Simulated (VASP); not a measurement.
# TePb (P1) in VASP: further runs

Runs on TePb. Level: PBEsol+D4. Tasks: single point.

Everything below comes from runs of VASP 6.6.1. Logs are shortened: lines on timing, memory, paths and dates and some standing lists are left out, and cuts for length are marked.

### Step 1. The cell of the first run

The typed cell holds 2 atoms: a = 4.569 Å, b = 4.569 Å, c = 4.569 Å, α = 60.00°, β = 60.00°, γ = 60.00°.

### Step 2. Single point, PBEsol+D4

INCAR reads:

```
SYSTEM = TePb
PREC = Accurate
ENCUT = 520
EDIFF = 1E-6
ISMEAR = 0
SIGMA = 0.01
LREAL = .False.
LASPH = .True.
NELM = 80
ALGO = Normal
ISIF = 2
LWAVE = .False.
LCHARG = .False.
GGA = PS
IVDW = 13
NBANDS = 17
```

KPOINTS reads:

```
regular mesh
0
Gamma
  4 4 4
  0 0 0
```

POSCAR reads:

```
TePb
1.0
    0.0000000000      3.2310000000      3.2310000000
    3.2310000000      0.0000000000      3.2310000000
    3.2310000000      3.2310000000      0.0000000000
Te Pb
1 1
Direct
    0.4997200000      0.4788200000      0.4975200000
    1.0020650170      0.0005049830      0.0039950170
```

Potentials or basis: VASP PAW PBE potentials, release 64 (Te, Pb_d).

Launch:

```bash
$ cat potpaw_PBE.64/Te/POTCAR potpaw_PBE.64/Pb_d/POTCAR > POTCAR
$ mpirun -np 1 vasp_std > vasp.out
```

OUTCAR:

```text
SYSTEM = TePb
   PREC = Accurate
   ENCUT = 520
   EDIFF = 1E-6
   ISMEAR = 0
   LREAL = .False.
   LASPH = .True.
   NELM = 80
   ISIF = 2
   GGA = PS
   IVDW = 13

 ion  position               nearest neighbor table
   1  0.500  0.479  0.498-   2 3.14   2 3.15   2 3.20   2 3.26   2 3.31   2 3.32
   2  0.002  0.001  0.004-   1 3.14   1 3.15   1 3.20   1 3.26   1 3.31   1 3.32

  LATTYP: Found a face centered cubic cell.
 ALAT       =     6.4620000000

  Lattice vectors:

 A1 = (   0.0000000000,   3.2310000000,   3.2310000000)
 A2 = (   3.2310000000,   0.0000000000,   3.2310000000)
 A3 = (   3.2310000000,   3.2310000000,   0.0000000000)

Analysis of symmetry for initial positions (statically):
=====================================================================
 Subroutine PRICEL returns:
 Original cell was already a primitive cell.

 Routine SETGRP: Setting up the symmetry group for a
 face centered cubic supercell.

 Subroutine GETGRP returns: Found  1 space group operations
 (whereof  1 operations were pure point group operations)
 out of a pool of 48 trial point group operations.

The static configuration has the point symmetry C_1 .

Analysis of symmetry for dynamics (positions and initial velocities):
=====================================================================
 Subroutine PRICEL returns:
 Original cell was already a primitive cell.

 Routine SETGRP: Setting up the symmetry group for a
 face centered cubic supercell.

 Subroutine GETGRP returns: Found  1 space group operations
 (whereof  1 operations were pure point group operations)
 out of a pool of 48 trial point group operations.

The dynamic configuration has the point symmetry C_1 .

 Subroutine INISYM returns: Found  1 space group operations
 (whereof  1 operations are pure point group operations),
 and found     1 'primitive' translations

----------------------------------------------------------------------------------------

                                     Primitive cell

  volume of cell :      67.4592

  direct lattice vectors                    reciprocal lattice vectors
     0.000000000  3.231000000  3.231000000    -0.154750851  0.154750851  0.154750851
     3.231000000  0.000000000  3.231000000     0.154750851 -0.154750851  0.154750851
     3.231000000  3.231000000  0.000000000     0.154750851  0.154750851 -0.154750851

  length of vectors
     4.569324020  4.569324020  4.569324020     0.268036337  0.268036337  0.268036337

  position of ions in fractional coordinates (direct lattice)
     0.499720000  0.478820000  0.497520000
     0.002065017  0.000504983  0.003995017

  ion indices of the primitive-cell ions
   primitive index   ion index
                 1           1
                 2           2

----------------------------------------------------------------------------------------

 KPOINTS: regular mesh

Automatic generation of k-mesh.
 Grid dimensions read from file:
 generate k-points for:    4    4    4

 Generating k-lattice:

  Cartesian coordinates                     Fractional coordinates (reciprocal lattice)
    -0.038687713  0.038687713  0.038687713     0.250000000  0.000000000  0.000000000
     0.038687713 -0.038687713  0.038687713     0.000000000  0.250000000  0.000000000
     0.038687713  0.038687713 -0.038687713     0.000000000  0.000000000  0.250000000

  Length of vectors
     0.067009084  0.067009084  0.067009084

  Shift w.r.t. Gamma in fractional coordinates (k-lattice)
     0.000000000  0.000000000  0.000000000

 Subroutine IBZKPT returns following result:
 ===========================================

 Found     36 irreducible k-points:

 Following reciprocal coordinates:
            Coordinates               Weight
  0.000000  0.000000  0.000000      1.000000
  0.250000  0.000000  0.000000      2.000000
  0.000000  0.250000  0.000000      2.000000
  0.000000  0.000000  0.250000      2.000000
  0.250000  0.250000  0.250000      2.000000
  0.500000  0.000000  0.000000      1.000000
[... 16 lines left out ...]
  0.250000  0.500000  0.500000      2.000000
  0.500000  0.000000  0.250000      2.000000
 [... further k-points ...]
   k-points           NKPTS =     36   k-points in BZ     NKDIM =     36   number of bands    NBANDS=     17
   number of dos      NEDOS =    301   number of ions     NIONS =      2
   total plane-waves  NPLWV =  46656
   dimension x,y,z NGX =    36 NGY =   36 NGZ =   36
   dimension x,y,z NGXF=    72 NGYF=   72 NGZF=   72
   ions per type =               1   1
   NGX,Y,Z   is equivalent  to a cutoff of  13.10, 13.10, 13.10 a.u.
   NGXF,Y,Z  is equivalent  to a cutoff of  26.20, 26.20, 26.20 a.u.
 SYSTEM =  TePb
   PREC   = accura    normal or accurate (medium, high low for compatibility)
   ISTART =      0    job   : 0-new  1-cont  2-samecut
   ICHARG =      2    charge: 1-file 2-atom 10-const
   ISPIN  =      1    spin polarized calculation?
   LNONCOLLINEAR =      F non collinear calculations
   LSORBIT =      F    spin-orbit coupling
   LASPH  =      T    aspherical Exc in radial PAW
   ENCUT  =  520.0 eV  38.22 Ry    6.18 a.u.   8.50  8.50  8.50*2*pi/ulx,y,z
   NELM   =     80;   NELMIN=  2; NELMDL= -5     # of ELM steps
   EDIFF  = 0.1E-05   stopping-criterion for ELM
   LREAL  =      F    real-space projection
   EDIFFG = 0.1E-04   stopping-criterion for IOM
   NSW    =      0    number of steps for IOM
   IBRION =     -1    ionic relax: 0-MD 1-quasi-New 2-CG
   NFREE  =      0    steps in history (QN), initial steepest desc. (CG)
   ISIF   =      2    stress and relaxation
   ISYM   =      2    0-nonsym 1-usesym 2-fastsym
   POTIM  = 0.5000    time-step for ionic-motion
   TEBEG  =    0.0;   TEEND  =   0.0 temperature during run
   PSTRESS=    0.0 pullay stress
   NELECT =      20.0000    total number of electrons
   NUPDOWN=      -1.0000    fix difference up-down
   EMIN   =  10.00;   EMAX   =-10.00  energy-range for DOS
   EFERMI =   0.00;   METHOD = LEGACY
   ISMEAR =     0;   SIGMA  =   0.01  broadening in eV -4-tet -1-fermi 0-gaus
   EFERMI_NEDOS =   21; number of points for ismear=-14 and -15
   IALGO  =     38    algorithm
   IMIX   =      4    mixing-type and parameters
     AMIX     =   0.40;   BMIX     =  1.00
     AMIX_MAG =   1.60;   BMIX_MAG =  1.00
  volume/ion in A,a.u.               =      33.73       227.62
  Fermi-wavevector in a.u.,A,eV,Ry     =   1.091619  2.062861 16.213147  1.191633
  Thomas-Fermi vector in A             =   2.227868
   LORBIT       =      0    0 simple, 1 ext, 2 COOP (PROOUT), +10 PAW based schemes
   GGA     = PS    functional components
   LHFCALC =     F    Hartree Fock is set to
   AEXX    =    0.0000 exact exchange contribution
   IVDW    =    13    specifies the selected vdW correction
   LEPSILON=     F    determine dielectric tensor
   LRPA    =     F    only Hartree local field effects (RPA)
 non-spin polarized calculation
 Gauss-broadening in eV      SIGMA  =   0.01
  energy-cutoff  :      520.00
  volume of cell :       67.46
 maximum number of plane-waves:      1837
 NGX is ok and might be reduce to    36
   NGX = 17   NGY = 17   NGZ = 17

 number of electron      20.0000001 magnetization

 Free energy of the ion-electron system (eV)
  ---------------------------------------------------
  ext. energy  EPLUGINS =         0.00000000
  ---------------------------------------------------
  free energy    TOTEN  =        -8.25400251 eV

  energy without entropy =       -8.25400251  energy(sigma->0) =       -8.25400251

 E-fermi :   5.5275     XC(G=0):  -9.4709

 val. band max:        5.4520962809   @ k =   0.5000   0.0000   0.0000
 cond. band min:       6.1455305881   @ k =   0.5000   0.0000   0.0000
 fundamental gap:      0.6934343072
 Fermi energy:         5.5274972895

 k-point     1 :       0.0000    0.0000    0.0000
  band No.  band energies     occupation
      1     -11.1648      2.00000
      2     -11.1647      2.00000
      3     -11.1531      2.00000
      4     -11.1522      2.00000
      5     -11.1516      2.00000
      6      -6.5929      2.00000
[... 9 lines left out ...]
     16      11.3045      0.00000
     17      12.6859      0.00000

 k-point     2 :       0.2500    0.0000    0.0000
  band No.  band energies     occupation
      1     -11.1725      2.00000
      2     -11.1718      2.00000
      3     -11.1506      2.00000
      4     -11.1446      2.00000
      5     -11.1434      2.00000
      6      -6.0705      2.00000
[... 9 lines left out ...]
     16      12.3105      0.00000
     17      15.6429      0.00000

 k-point     3 :       0.0000    0.2500    0.0000
  band No.  band energies     occupation
      1     -11.1722      2.00000
      2     -11.1717      2.00000
      3     -11.1511      2.00000
      4     -11.1439      2.00000
      5     -11.1437      2.00000
      6      -6.0739      2.00000
[... 9 lines left out ...]
     16      12.3209      0.00000
     17      15.6382      0.00000

 k-point     4 :       0.0000    0.0000    0.2500
  band No.  band energies     occupation
      1     -11.1724      2.00000
      2     -11.1718      2.00000
      3     -11.1507      2.00000
      4     -11.1446      2.00000
      5     -11.1434      2.00000
      6      -6.0708      2.00000
[... 9 lines left out ...]
     16      12.3118      0.00000
     17      15.6424      0.00000
[... 343 lines left out ...]
      1     -11.2038      2.00000
      2     -11.1657      2.00000
      3     -11.1519      2.00000
      4     -11.1359      2.00000
      5     -11.1308      2.00000
      6      -5.0628      2.00000
[... 9 lines left out ...]
     16      15.0844      0.00000
     17      15.8578      0.00000

 k-point    23 :       0.2500    0.5000    0.5000
  band No.  band energies     occupation
      1     -11.2036      2.00000
      2     -11.1657      2.00000
      3     -11.1531      2.00000
      4     -11.1350      2.00000
      5     -11.1305      2.00000
      6      -5.0651      2.00000
[... 9 lines left out ...]
     16      15.1031      0.00000
     17      15.8950      0.00000

 k-point    24 :       0.5000    0.0000    0.2500
  band No.  band energies     occupation
      1     -11.2038      2.00000
      2     -11.1660      2.00000
      3     -11.1517      2.00000
      4     -11.1352      2.00000
      5     -11.1315      2.00000
      6      -5.0550      2.00000
[... 9 lines left out ...]
     16      15.1044      0.00000
     17      15.8738      0.00000

 [... further k-points ...]

------------------------ aborting loop because EDIFF is reached ----------------------------------------

  DFT-D4 for vdW energy calculation

  Edisp (eV):   -0.50642

  FORCE on cell =-STRESS in cart. coord.  units (eV):
  Direction    XX          YY          ZZ          XY          YZ          ZX
  --------------------------------------------------------------------------------------
  -------------------------------------------------------------------------------------
  Total      -0.52185    -0.65034    -0.56059     0.00794     0.00683     0.02134
  in kB     -12.39403   -15.44572   -13.31408     0.18849     0.16216     0.50679
  external pressure =      -13.72 kB  Pullay stress =        0.00 kB

 VOLUME and BASIS-vectors are now :
 -----------------------------------------------------------------------------
  energy-cutoff  :      520.00
  volume of cell :       67.46
      direct lattice vectors                 reciprocal lattice vectors
     0.000000000  3.231000000  3.231000000    -0.154750851  0.154750851  0.154750851
     3.231000000  0.000000000  3.231000000     0.154750851 -0.154750851  0.154750851
     3.231000000  3.231000000  0.000000000     0.154750851  0.154750851 -0.154750851

 POSITION                                       TOTAL-FORCE (eV/Angst)
 -----------------------------------------------------------------------------------
      3.15455      3.22208      3.16166        -0.014378     -0.005766     -0.013153
      0.01454      0.01958      0.00830         0.014378      0.005766      0.013153
 -----------------------------------------------------------------------------------
    total drift:                                0.000042     -0.000092      0.000077

  FREE ENERGIE OF THE ION-ELECTRON SYSTEM (eV)
  ---------------------------------------------------
  free  energy   TOTEN  =        -8.7604237235 eV

  energy  without entropy=       -8.7604237235  energy(sigma->0) =       -8.76042372
```

Wall time 30 s (1 thread of Intel Xeon 6975P-C (Granite Rapids), shared host); peak memory 0.21 GiB.

Results:

- Free energy: -8.7604 eV
- Pressure: -1.4 GPa
- Largest force: 0.020 eV/Å
- Band gap on the k mesh: 0.69 eV, direct
- Dispersion energy per atom: -0.253 eV

Forces on the atoms (eV/Å):
```
Te  -0.014 -0.006 -0.013
Pb   0.014  0.006  0.013
```

Levels at points of the mesh, in eV from the valence-band top:
| k point | band 6 | band 7 | band 8 | band 9 | band 10 | band 11 | band 12 | band 13 | band 14 | band 15 |
| --- | --- | --- | --- | --- | --- | --- | --- | --- | --- | --- |
| (0.00, 0.00, 0.00) | -12.04 | -5.60 | -1.35 | -1.33 | -1.31 | 3.97 | 4.01 | 4.07 | 5.77 | 5.82 |
| (0.50, 0.00, 0.00) | -10.60 | -8.60 | -0.92 | -0.91 | 0.00 | 0.69 | 1.31 | 1.32 | 8.27 | 9.19 |
| (0.00, 0.50, 0.00) | -10.62 | -8.58 | -0.93 | -0.88 | -0.04 | 0.73 | 1.27 | 1.32 | 8.23 | 9.23 |
| (0.00, 0.00, 0.50) | -10.60 | -8.60 | -0.92 | -0.90 | 0.00 | 0.70 | 1.30 | 1.32 | 8.27 | 9.20 |
| (0.50, 0.50, 0.50) | -10.63 | -8.55 | -0.92 | -0.88 | -0.08 | 0.76 | 1.26 | 1.30 | 8.19 | 9.25 |
| (0.50, 0.50, 0.00) | -10.35 | -7.32 | -4.49 | -2.80 | -2.79 | 3.16 | 5.49 | 5.52 | 6.70 | 10.12 |
| (0.00, 0.50, 0.50) | -10.35 | -7.34 | -4.48 | -2.80 | -2.79 | 3.18 | 5.48 | 5.51 | 6.70 | 10.12 |
| (0.50, 0.00, 0.50) | -10.36 | -7.30 | -4.51 | -2.82 | -2.77 | 3.14 | 5.49 | 5.55 | 6.68 | 10.12 |

Caveat: the k points lie up to 0.42 Å⁻¹ apart; the PAW data sets were made with another functional, which shifts forces and pressure a little; spin-orbit coupling is left out, which moves the levels of the heavy elements.

(Continued in part 2 of 2.)
